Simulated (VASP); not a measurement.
# Ca (Im-3m) in VASP: a series of runs, part 2 of 2

VASP 6.6.1. The steps go on from the part before.

## Step 6: Single point, PBE

Input file INCAR:

```
PREC     = Accurate       # precision mode
ENCUT    = 520            # plane-wave cutoff, eV
EDIFF    = 1E-6           # SCF threshold, eV
ISMEAR   = -1             # smearing method
SIGMA    = 0.05           # smearing width, eV
LREAL    = False          # projectors in reciprocal space
LASPH    = True           # aspherical terms in the spheres
NELM     = 80             # most SCF steps
ALGO     = Fast           # electronic algorithm
ISIF     = 2              # what is computed and relaxed
LWAVE    = False          # write WAVECAR
LCHARG   = False          # write CHGCAR
GGA      = PE             # functional
NBANDS   = 11             # bands
```

Input file KPOINTS:

```
regular mesh
0
Gamma
  8 8 8
```

Input file POSCAR:

```
Ca
1.0
   -2.2400000000      2.2400000000      2.2400000000
    2.2400000000     -2.2400000000      2.2400000000
    2.2400000000      2.2400000000     -2.2400000000
Ca
1
Direct
    0.0000000000      0.0000000000      0.0000000000
```

Potentials or basis: VASP PAW PBE potentials, release 64 (Ca_sv).

Launch:

```bash
cat potpaw_PBE.64/Ca_sv/POTCAR > POTCAR
mpirun -np 1 vasp_std > vasp.out
```

OUTCAR:

```text
PREC = Accurate
   ENCUT = 520
   EDIFF = 1E-6
   ISMEAR = -1
   LREAL = False
   LASPH = True
   NELM = 80
   ISIF = 2
   GGA = PE

 ion  position               nearest neighbor table
   1  0.000  0.000  0.000-

  LATTYP: Found a body centered cubic cell.
 ALAT       =     4.4800000000

  Lattice vectors:

 A1 = (  -2.2400000000,   2.2400000000,   2.2400000000)
 A2 = (   2.2400000000,  -2.2400000000,   2.2400000000)
 A3 = (   2.2400000000,   2.2400000000,  -2.2400000000)

Analysis of symmetry for initial positions (statically):
=====================================================================
 Subroutine PRICEL returns:
 Original cell was already a primitive cell.

 Routine SETGRP: Setting up the symmetry group for a
 body centered cubic supercell.

 Subroutine GETGRP returns: Found 48 space group operations
 (whereof 48 operations were pure point group operations)
 out of a pool of 48 trial point group operations.

The static configuration has the point symmetry O_h .

[... 156 lines left out ...]

  energy without entropy =       -1.89658316  energy(sigma->0) =       -1.90319380

 E-fermi :   1.7391     XC(G=0):  -7.5422

 val. band max:        1.7210866982   @ k =   0.5000   0.5000   0.2500
 cond. band min:       1.7500402619   @ k =   0.5000   0.5000   0.2500
 fundamental gap:      0.0289535637
 Fermi energy:         1.7391208390

 k-point     1 :       0.0000    0.0000    0.0000
  band No.  band energies     occupation
      1     -40.4470      2.00000
      2     -21.3690      2.00000
      3     -21.3690      2.00000
      4     -21.3690      2.00000
      5      -2.1918      2.00000
      6       3.9660      0.00000
      7       3.9660      0.00000
      8       3.9660      0.00000
      9       4.9558      0.00000
     10       4.9558      0.00000
     11      11.6487      0.00000
[... 309 lines left out ...]
 k-point    24 :      -0.3750    0.3750    0.2500
  band No.  band energies     occupation
      1     -40.4331      2.00000
      2     -21.4520      2.00000
      3     -21.4226      2.00000
      4     -21.4109      2.00000
      5       0.7481      2.00000
      6       2.4973      0.00000
      7       3.8142      0.00000
      8       3.9834      0.00000
      9       4.9893      0.00000
     10       5.3311      0.00000
     11       7.6540      0.00000

 [... further k-points ...]
[... 5 lines left out ...]
  --------------------------------------------------------------------------------------
  -------------------------------------------------------------------------------------
  Total       -0.2729534     -0.2729534     -0.2729534      0.0000000      0.0000000     -0.0000000
  in kB       -9.7273607     -9.7273607     -9.7273607      0.0000000      0.0000000     -0.0000000
  external PRESSURE =      -9.7273607 kB  Pullay stress =       0.0000000 kB

 VOLUME and BASIS-vectors are now :
 -----------------------------------------------------------------------------
  energy-cutoff  :      520.00
  volume of cell :       44.96
      direct lattice vectors                 reciprocal lattice vectors
    -2.240000000  2.240000000  2.240000000     0.000000000  0.223214286  0.223214286
     2.240000000 -2.240000000  2.240000000     0.223214286  0.000000000  0.223214286
     2.240000000  2.240000000 -2.240000000     0.223214286  0.223214286  0.000000000

 POSITION                                       TOTAL-FORCE (eV/Angst)
 -----------------------------------------------------------------------------------
      0.00000      0.00000      0.00000         0.000000     -0.000000      0.000000
 -----------------------------------------------------------------------------------
    total drift:                               -0.000000     -0.000000      0.000000

  FREE ENERGIE OF THE ION-ELECTRON SYSTEM (eV)
  ---------------------------------------------------
  free  energy   TOTEN  =        -1.9098044364 eV

  energy  without entropy=       -1.8965831568  energy(sigma->0) =       -1.90319380
```

OSZICAR:

```text
N       E                     dE             d eps       ncg     rms          rms(c)
DAV:   1     0.677311967324E+02    0.67731E+02   -0.50882E+03   638   0.830E+02
DAV:   2    -0.280333014650E+00   -0.68012E+02   -0.67386E+02   695   0.206E+02
DAV:   3    -0.184666325681E+01   -0.15663E+01   -0.15436E+01   937   0.314E+01
DAV:   4    -0.191359049455E+01   -0.66927E-01   -0.66714E-01   830   0.536E+00
DAV:   5    -0.191485939512E+01   -0.12689E-02   -0.12684E-02   908   0.578E-01    0.223E+00
RMM:   6    -0.191021394086E+01    0.46455E-02   -0.89309E-03   668   0.105E+00    0.139E+00
RMM:   7    -0.190999808487E+01    0.21586E-03   -0.21526E-02   752   0.182E+00    0.110E-01
RMM:   8    -0.190967363274E+01    0.32445E-03   -0.47652E-03   743   0.831E-01    0.258E-02
RMM:   9    -0.190977076145E+01   -0.97129E-04   -0.11503E-03   900   0.392E-01    0.221E-02
RMM:  10    -0.190979809359E+01   -0.27332E-04   -0.21181E-04   942   0.148E-01    0.445E-03
RMM:  11    -0.190980404841E+01   -0.59548E-05   -0.49048E-05   962   0.611E-02    0.830E-03
RMM:  12    -0.190980527650E+01   -0.12281E-05   -0.45921E-06   807   0.242E-02    0.724E-03
RMM:  13    -0.190980443635E+01    0.84014E-06   -0.36602E-06   625   0.137E-02
   1 F= -.19098044E+01 E0= -.19031938E+01  d E =-.132213E-01
```

Wall time 8 s (1 thread of Intel Xeon 6975P-C (Granite Rapids), shared host); peak memory 0.16 GiB.

What came out:

```yaml
Free_energy: -1.9098 eV
Pressure: -1.0 GPa
Band_gap_on_the_k_mesh: zero (band 5 reaches 2.10 eV, above the bottom of band 6 at 1.69 eV)
```

## Step 7: Summary

```csv
level,potentials or basis,cell,smearing,gap on the mesh (eV),pressure (GPa)
PBE,"VASP PAW PBE potentials, release 64 (Ca_sv)","a = 3.880 Å, angles 109.5°, 1 atom",gaussian 0.05 eV,none,-1.0
LDA,"VASP PAW LDA potentials, release 64 (Ca_sv)","a = 3.880 Å, angles 109.5°, 1 atom",gaussian 0.02 eV,none,-2.5
PBE,"VASP PAW PBE potentials, release 64 (Ca_sv)","a = 3.801 Å, angles 109.5°, 1 atom",fermi-dirac 0.05 eV,none,0.0
PBE,"VASP PAW PBE potentials, release 64 (Ca_sv)","a = 3.854 Å, angles 109.5°, 1 atom",fermi-dirac 0.05 eV,none,-0.7
PBE,"VASP PAW PBE potentials, release 64 (Ca_sv)","a = 3.880 Å, angles 109.5°, 1 atom",fermi-dirac 0.05 eV,none,-1.0
```

Alike in all rows: task single point; no spin polarisation; k mesh 8 × 8 × 8; cutoff (eV) 520.

Absolute energies hang on the potentials; compare differences alone.
